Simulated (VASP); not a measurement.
# Dy2BiP3 (P6/mmm) in VASP: relaxation of cell and atoms with PBE

Aim: the relaxation of cell and atoms of Dy2BiP3 with PBE.

Program: VASP 6.6.1. These are calculated values, not measurements. Logs are shortened: lines on timing, memory, paths and dates and some standing lists are left out, and cuts for length are marked.

## (1) The cell of the first run

Symmetry: P6/mmm, No. 191, hexagonal system. The conventional cell has a = 4.892 Å, b = 4.892 Å, c = 11.090 Å, α = 90.00°, β = 90.00°, γ = 120.00°. Dy (site symmetry 6mm) has 1 P at 2.49 Å and 1 Bi at 3.05 Å within 3.3 Å. Bi (site symmetry 6/mmm) has 6 P at 2.82 Å and 2 Dy at 3.05 Å within 3.7 Å. Within 3.7 Å of P (site symmetry -6m2) lie 3 Bi at 2.82 Å and 3 P at 2.82 Å. Within 3.3 Å of P (site symmetry 6/mmm) lie 2 Dy at 2.49 Å.

The cell was generated, and may not be a known phase.

## (2) Relaxation of cell and atoms, PBE

INCAR reads:

```
PREC = Accurate ; ENCUT = 500
EDIFF = 1E-7 ; ISMEAR = 0
SIGMA = 0.1 ; LREAL = F
LASPH = T ; NELM = 200
ALGO = Normal ; ISIF = 3
LWAVE = F ; LCHARG = F
GGA = PE ; IBRION = 2
NSW = 100 ; EDIFFG = -0.01
GGA_COMPAT = F ; NELMIN = 4
LMAXMIX = 6
```

KPOINTS reads:

```
Automatic mesh
0
Gamma
  12 12 4
```

POSCAR reads:

```
Dy2BiP3
1.0
    4.8921156934      0.0000000000      0.0000000000
   -2.4460578467      4.2366964688      0.0000000000
    0.0000000000      0.0000000000     11.0901296325
Dy Bi P
2 1 3
Direct
    0.0000000000      0.0000000000      0.7245561004
    0.0000000000      0.0000000000      0.2754438996
    0.0000000000      0.0000000000      0.0000000000
    0.3333333333      0.6666666667      0.0000000000
    0.6666666667      0.3333333333      0.0000000000
    0.0000000000      0.0000000000      0.5000000000
```

Potentials or basis: VASP PAW PBE potentials, release 64 (Dy_3, Bi_d, P), 4f in core.

Started as:

```
cat potpaw_PBE.64/Dy_3/POTCAR potpaw_PBE.64/Bi_d/POTCAR potpaw_PBE.64/P/POTCAR > POTCAR
mpirun -np 1 vasp_std > vasp.out
```

OUTCAR:

```text
PREC = Accurate
   ENCUT = 500
   EDIFF = 1E-7
   ISMEAR = 0
   LREAL = F
   LASPH = T
   NELM = 200
   ISIF = 3
   GGA = PE
   IBRION = 2
   NSW = 100
   EDIFFG = -0.01
   NELMIN = 4

 ion  position               nearest neighbor table
   1  0.000  0.000  0.725-   6 2.49   3 3.05
   2  0.000  0.000  0.275-   6 2.49   3 3.05
   3  0.000  0.000  0.000-   4 2.82   5 2.82   5 2.82   4 2.82   5 2.82   4 2.82   1 3.05   2 3.05

   4  0.333  0.667  0.000-   5 2.82   3 2.82   5 2.82   3 2.82   3 2.82   5 2.82
   5  0.667  0.333  0.000-   4 2.82   3 2.82   4 2.82   3 2.82   3 2.82   4 2.82
   6  0.000  0.000  0.500-   1 2.49   2 2.49

  LATTYP: Found a hexagonal cell.
 ALAT       =     4.8921156934
 C/A-ratio  =     2.2669393628

  Lattice vectors:

 A1 = (   4.8921156934,   0.0000000000,   0.0000000000)
 A2 = (  -2.4460578467,   4.2366964688,   0.0000000000)
 A3 = (   0.0000000000,   0.0000000000,  11.0901296325)

Analysis of symmetry for initial positions (statically):
=====================================================================
 Subroutine PRICEL returns:
 Original cell was already a primitive cell.

 Routine SETGRP: Setting up the symmetry group for a
 hexagonal supercell.

 Subroutine GETGRP returns: Found 24 space group operations
 (whereof 24 operations were pure point group operations)
 out of a pool of 24 trial point group operations.

The static configuration has the point symmetry D_6h.

Analysis of symmetry for dynamics (positions and initial velocities):
=====================================================================
 Subroutine PRICEL returns:
 Original cell was already a primitive cell.

 Routine SETGRP: Setting up the symmetry group for a
 hexagonal supercell.

 Subroutine GETGRP returns: Found 24 space group operations
 (whereof 24 operations were pure point group operations)
 out of a pool of 24 trial point group operations.

The dynamic configuration has the point symmetry D_6h.

 Subroutine INISYM returns: Found 24 space group operations
 (whereof 24 operations are pure point group operations),
 and found     1 'primitive' translations

----------------------------------------------------------------------------------------

                                     Primitive cell

  volume of cell :     229.8586

  direct lattice vectors                    reciprocal lattice vectors
     4.892115693  0.000000000  0.000000000     0.204410538  0.118016479  0.000000000
    -2.446057847  4.236696469  0.000000000     0.000000000  0.236032958  0.000000000
     0.000000000  0.000000000 11.090129633     0.000000000  0.000000000  0.090170272

  length of vectors
     4.892115693  4.892115693 11.090129633     0.236032958  0.236032958  0.090170272

  position of ions in fractional coordinates (direct lattice)
     0.000000000  0.000000000  0.724556100
     0.000000000  0.000000000  0.275443900
     0.000000000  0.000000000  0.000000000
     0.333333333  0.666666667  0.000000000
     0.666666667  0.333333333  0.000000000
     0.000000000  0.000000000  0.500000000

  ion indices of the primitive-cell ions
   primitive index   ion index
                 1           1
                 2           2
                 3           3
                 4           4
                 5           5
                 6           6

----------------------------------------------------------------------------------------

 KPOINTS: Automatic mesh

Automatic generation of k-mesh.
 Grid dimensions read from file:
 generate k-points for:   12   12    4

 Generating k-lattice:

  Cartesian coordinates                     Fractional coordinates (reciprocal lattice)
     0.017034211  0.009834707  0.000000000     0.083333333  0.000000000  0.000000000
     0.000000000  0.019669413  0.000000000     0.000000000  0.083333333  0.000000000
     0.000000000  0.000000000  0.022542568     0.000000000  0.000000000  0.250000000

  Length of vectors
     0.019669413  0.019669413  0.022542568

  Shift w.r.t. Gamma in fractional coordinates (k-lattice)
     0.000000000  0.000000000  0.000000000

 Subroutine IBZKPT returns following result:
 ===========================================

 Found     57 irreducible k-points:

 Following reciprocal coordinates:
            Coordinates               Weight
  0.000000  0.000000  0.000000      1.000000
  0.083333 -0.000000  0.000000      6.000000
  0.166667  0.000000  0.000000      6.000000
  0.250000  0.000000  0.000000      6.000000
  0.333333  0.000000  0.000000      6.000000
  0.416667  0.000000  0.000000      6.000000
[... 16 lines left out ...]
  0.250000  0.000000  0.250000     12.000000
  0.333333  0.000000  0.250000     12.000000
 [... further k-points ...]
   k-points           NKPTS =     57   k-points in BZ     NKDIM =     57   number of bands    NBANDS=     28
   number of dos      NEDOS =    301   number of ions     NIONS =      6
   total plane-waves  NPLWV = 108864
   dimension x,y,z NGX =    36 NGY =   36 NGZ =   84
   dimension x,y,z NGXF=    72 NGYF=   72 NGZF=  168
   ions per type =               2   1   3
   NGX,Y,Z   is equivalent  to a cutoff of  12.23, 12.23, 12.59 a.u.
   NGXF,Y,Z  is equivalent  to a cutoff of  24.47, 24.47, 25.18 a.u.
 SYSTEM =  unknown system
   PREC   = accura    normal or accurate (medium, high low for compatibility)
   ISTART =      0    job   : 0-new  1-cont  2-samecut
   ICHARG =      2    charge: 1-file 2-atom 10-const
   ISPIN  =      1    spin polarized calculation?
   LNONCOLLINEAR =      F non collinear calculations
   LSORBIT =      F    spin-orbit coupling
   LASPH  =      T    aspherical Exc in radial PAW
   ENCUT  =  500.0 eV  36.75 Ry    6.06 a.u.   8.92  8.92 20.22*2*pi/ulx,y,z
   NELM   =    200;   NELMIN=  4; NELMDL= -5     # of ELM steps
   EDIFF  = 0.1E-06   stopping-criterion for ELM
   LREAL  =      F    real-space projection
   EDIFFG = -.1E-01   stopping-criterion for IOM
   NSW    =    100    number of steps for IOM
   IBRION =      2    ionic relax: 0-MD 1-quasi-New 2-CG
   NFREE  =      1    steps in history (QN), initial steepest desc. (CG)
   ISIF   =      3    stress and relaxation
   ISYM   =      2    0-nonsym 1-usesym 2-fastsym
   POTIM  = 0.5000    time-step for ionic-motion
   TEBEG  =    0.0;   TEEND  =   0.0 temperature during run
   PSTRESS=    0.0 pullay stress
   NELECT =      48.0000    total number of electrons
   NUPDOWN=      -1.0000    fix difference up-down
   EMIN   =  10.00;   EMAX   =-10.00  energy-range for DOS
   EFERMI =   0.00;   METHOD = LEGACY
   ISMEAR =     0;   SIGMA  =   0.10  broadening in eV -4-tet -1-fermi 0-gaus
   EFERMI_NEDOS =   21; number of points for ismear=-14 and -15
   IALGO  =     38    algorithm
   IMIX   =      4    mixing-type and parameters
     AMIX     =   0.40;   BMIX     =  1.00
     AMIX_MAG =   1.60;   BMIX_MAG =  1.00
  volume/ion in A,a.u.               =      38.31       258.53
  Fermi-wavevector in a.u.,A,eV,Ry     =   0.971259  1.835413 12.834972  0.943344
  Thomas-Fermi vector in A             =   2.101461
   LORBIT       =      0    0 simple, 1 ext, 2 COOP (PROOUT), +10 PAW based schemes
   GGA     = PE    functional components
   LHFCALC =     F    Hartree Fock is set to
   AEXX    =    0.0000 exact exchange contribution
   IVDW    =     0    specifies the selected vdW correction
   LEPSILON=     F    determine dielectric tensor
   LRPA    =     F    only Hartree local field effects (RPA)
 conjugate gradient relaxation of ions
 non-spin polarized calculation
 Gauss-broadening in eV      SIGMA  =   0.10
  energy-cutoff  :      500.00
  volume of cell :      229.86
 maximum number of plane-waves:      5889
 NGX is ok and might be reduce to    36
   NGX = 17   NGY = 17   NGZ = 41

--------------------------------------- Ionic step        1  -------------------------------------------

 number of electron      48.0000000 magnetization

 Free energy of the ion-electron system (eV)
  ---------------------------------------------------
  ext. energy  EPLUGINS =         0.00000000
  ---------------------------------------------------
  free energy    TOTEN  =       -24.61291251 eV

  energy without entropy =      -24.59103494  energy(sigma->0) =      -24.60197372

------------------------ aborting loop because EDIFF is reached ----------------------------------------

  FORCE on cell =-STRESS in cart. coord.  units (eV):
  Direction    XX          YY          ZZ          XY          YZ          ZX
  --------------------------------------------------------------------------------------
  -------------------------------------------------------------------------------------
  Total        0.1477778      0.1477778     -0.2610132      0.0000000      0.0000000      0.0000000
  in kB        1.0300519      1.0300519     -1.8193337      0.0000000      0.0000000      0.0000000
  external PRESSURE =       0.0802567 kB  Pullay stress =       0.0000000 kB
[... 145 lines left out ...]
  energy  without entropy=      -24.5915468286  energy(sigma->0) =      -24.60276621

--------------------------------------- Ionic step        5  -------------------------------------------

 number of electron      48.0000002 magnetization

 Free energy of the ion-electron system (eV)
  ---------------------------------------------------
  ext. energy  EPLUGINS =         0.00000000
  ---------------------------------------------------
  free energy    TOTEN  =       -24.61406292 eV

  energy without entropy =      -24.59167186  energy(sigma->0) =      -24.60286739

 E-fermi :   2.0787     XC(G=0):  -7.8914

 val. band max:        2.0759473425   @ k =   0.3333   0.0000   0.2500
 cond. band min:       2.0794341520   @ k =   0.3333   0.0000   0.2500
 fundamental gap:      0.0034868095
 Fermi energy:         2.0787272111

 k-point     1 :       0.0000    0.0000    0.0000
  band No.  band energies     occupation
      1     -22.3963      2.00000
      2     -22.3963      2.00000
      3     -22.3953      2.00000
      4     -22.3953      2.00000
      5     -22.0695      2.00000
      6     -22.0026      2.00000
[... 733 lines left out ...]
     27       3.2591      0.00000
     28       3.3087      0.00000

 [... further k-points ...]
[... 5 lines left out ...]
  --------------------------------------------------------------------------------------
  -------------------------------------------------------------------------------------
  Total       -0.0318786     -0.0318786     -0.0150083      0.0000000     -0.0000000      0.0000000
  in kB       -0.2218313     -0.2218313     -0.1044374      0.0000000     -0.0000000      0.0000000
  external PRESSURE =      -0.1827000 kB  Pullay stress =       0.0000000 kB
[... 21 lines left out ...]
  FREE ENERGIE OF THE ION-ELECTRON SYSTEM (eV)
  ---------------------------------------------------
  free  energy   TOTEN  =       -24.6140629170 eV

  energy  without entropy=      -24.5916718649  energy(sigma->0) =      -24.60286739

 reached required accuracy - stopping structural energy minimisation
```

Wall time 15 min (1 thread of Intel Xeon 6975P-C (Granite Rapids), shared host); peak memory 0.55 GiB.

Results:

```yaml
Free_energy: -24.6141 eV
Relaxed_volume: 38.37 Å³/atom
Relaxed_cell: a = 4.901 Å, b = 4.901 Å, c = 11.067 Å, α = 90.00°, β = 90.00°, γ = 120.00°
Space_group_after_relaxing_to_0.1_Å: P6/mmm (No. 191)
Energy_gained_by_relaxing: 0.2 meV/atom
Ionic_steps: 5
Pressure_after_relaxing: 0.0 GPa
Largest_force_after_relaxing: 0.006 eV/Å
Band_gap_on_the_k_mesh: zero (bands 24 and 25 overlap by 0.65 eV)
```

Forces on the atoms (eV/Å):
```
Dy   0.000  0.000  0.006
Dy   0.000  0.000 -0.006
Bi   0.000  0.000  0.000
P    0.000  0.000  0.000
P    0.000  0.000  0.000
P    0.000  0.000  0.000
```

Step by step:
```csv
step,energy change (eV),largest force (eV/Å),pressure (GPa),volume (Å³)
1,0.0000,0.0779,0.01,229.86
2,-0.0009,0.0616,0.05,229.92
3,-0.0009,0.0576,0.05,229.94
4,-0.0011,0.0234,-0.06,230.42
5,-0.0012,0.0064,-0.02,230.24
```

Final structure:
```
Dy Bi P
1.0
     4.90132    0.00000    0.00000
    -2.45066    4.24467    0.00000
     0.00000    0.00000   11.06699
Dy Bi P
2 1 3
Cartesian
  -2.4507 4.2447 8.0262
  0.0000 0.0000 3.0407
  0.0000 0.0000 0.0000
  0.0000 2.8298 0.0000
  2.4507 1.4149 0.0000
  0.0000 0.0000 5.5335
```

Caveat: spin-orbit coupling is left out, which moves the levels of the heavy elements; the 4f electrons are frozen in the core, so they carry no moment and show no levels. Spin polarisation is off, so any magnetic state and its effect on volume and gap are missing.
